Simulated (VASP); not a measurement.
Crystal: Ru.

```xyz
2
Lattice="2.7058 0.0000 0.0000 -1.3529 2.3433 0.0000 0.0000 0.0000 4.2819" Properties=species:S:1:pos:R:3 pbc="T T T"
Ru    0.0000    1.5622    1.0705
Ru    1.3529    0.7811    3.2114
```

| Property | Result |
| --- | --- |
| Program | VASP 6.6.1 |
| Task | relaxation of cell and atoms |
| Functional | PBEsol |
| Potentials or basis | VASP PAW PBE potentials, release 64 (Ru_pv) |
| Cutoff | 500 eV |
| k mesh | 9 × 9 × 5 |
| Occupations | gaussian, width 0.05 eV |
| Spin | no spin polarisation |

At the start: pressure -6.6 GPa; volume 13.57 Å³/atom.

Q: How do energy, volume and symmetry change on relaxing?

A: Over 7 steps the energy falls by 5.6 meV/atom and the volume is 13.30 Å³/atom (-2.0 %); space group P6_3/mmc (No. 194, to 0.1 Å) before and after.

The path:
| step | energy change (eV) | largest force (eV/Å) | pressure (GPa) | volume (Å³) |
| --- | --- | --- | --- | --- |
| 1 | 0.0000 | 0.0000 | -6.59 | 27.15 |
| 2 | 0.1079 | 0.0000 | 25.28 | 25.01 |
| 3 | -0.0112 | 0.0000 | -0.17 | 26.63 |
| 4 | -0.0112 | 0.0000 | 0.00 | 26.62 |
| 5 | -0.0112 | 0.0000 | 0.14 | 26.61 |
| 6 | -0.0112 | 0.0000 | 0.13 | 26.61 |
| 7 | -0.0112 | 0.0000 | 0.11 | 26.61 |

Final structure:
```
CELL_PARAMETERS angstrom
2.68619 0.00000 0.00000
-1.34310 2.32631 0.00000
0.00000 0.00000 4.25785
ATOMIC_POSITIONS crystal
Ru 0.33333 0.66667 0.25000
Ru 0.66667 0.33333 0.75000
```

Caveat: the PAW data sets were made with another functional, which shifts forces and pressure a little.
